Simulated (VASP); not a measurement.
Write the native input for VASP 6.6.1 that does the following.

- Task: single point
- Functional: r2SCAN
- Potentials or basis: VASP PAW PBE potentials, release 64 (Ti_sv, C, O)
- Cutoff: 520 eV
- k mesh: 9 × 9 × 1
- Occupations: gaussian, width 0.1 eV
- Spin: no spin polarisation
- Dipole correction: yes
- Further INCAR settings: ALGO = Normal; EDIFF = 1e-06; NBANDS = 48

The system is Ti4C5O, a slab with vacuum.

```
CELL_PARAMETERS angstrom
3.06036 0.00000 0.00000
0.00000 3.06036 0.00000
0.00000 0.00000 26.64200
ATOMIC_POSITIONS crystal
Ti 0.50000 0.50000 0.31905
Ti 0.00000 0.00000 0.40027
Ti 0.49994 0.50006 0.48117
Ti 0.00002 0.99998 0.56138
C 0.00000 0.00000 0.31905
C 0.50000 0.50000 0.40027
C 0.00005 0.99995 0.48091
C 0.50018 0.49982 0.56336
C 0.00285 0.99715 0.64401
O 0.00515 0.99485 0.68654
```

These files were run (other wordings do the same):

POSCAR

```
Ti4C5O
1.0
    3.0603581490      0.0000000000      0.0000000000
    0.0000000000      3.0603581490      0.0000000000
    0.0000000000      0.0000000000     26.6420000000
Ti C O
4 5 1
Direct
    0.5000000000      0.5000000000      0.3190451167
    0.0000000000      0.0000000000      0.4002702500
    0.4999434783      0.5000565217      0.4811717876
    0.0000233488     -0.0000233488      0.5613816790
    0.0000000000      0.0000000000      0.3190451167
    0.5000000000      0.5000000000      0.4002702500
    0.0000456028     -0.0000456028      0.4809135423
    0.5001774701      0.4998225299      0.5633623439
    0.0028516307      0.9971483693      0.6440127291
    0.0051457779      0.9948542221      0.6865437511
```

INCAR.step1

```
PREC = Accurate
ENCUT = 520
ISMEAR = 0
SIGMA = 0.1
LREAL = F
LASPH = T
NELM = 100
LDIPOL = T
IDIPOL = 3
DIPOL = 0.5 0.5 0.486
NBANDS = 48
GGA = PE
ALGO = Normal
EDIFF = 1E-4
LWAVE = T
LCHARG = F
```

INCAR.step2

```
PREC = Accurate
ENCUT = 520
EDIFF = 1E-6
ISMEAR = 0
SIGMA = 0.1
LREAL = F
LASPH = T
NELM = 100
ALGO = Normal
ISIF = 2
LWAVE = F
LCHARG = F
LDIPOL = T
IDIPOL = 3
DIPOL = 0.5 0.5 0.486
METAGGA = R2SCAN
LMIXTAU = T
NBANDS = 48
ISTART = 1
```

KPOINTS

```
Automatic mesh
0
Gamma
  9 9 1
```

Potentials or basis: VASP PAW PBE potentials, release 64 (Ti_sv, C, O).

Run with:

```sh
$ cat potpaw_PBE.64/Ti_sv/POTCAR potpaw_PBE.64/C/POTCAR potpaw_PBE.64/O/POTCAR > POTCAR
$ cp INCAR.step1 INCAR
$ mpirun -np 1 vasp_std > vasp.out
$ cp INCAR.step2 INCAR
$ mpirun -np 1 vasp_std > vasp.out
```

Results of the run:

* Largest force: 1.371 eV/Å
* Band gap on the k mesh: zero (band 37 reaches 1.00 eV, above the bottom of band 38 at 0.39 eV)

Caveat: the PAW data sets were made with another functional, which shifts forces and pressure a little.

It took 14 min on 1 thread of Intel(R) Xeon(R) 6975P-C (Granite Rapids), on a shared host, peak memory 0.52 GiB.
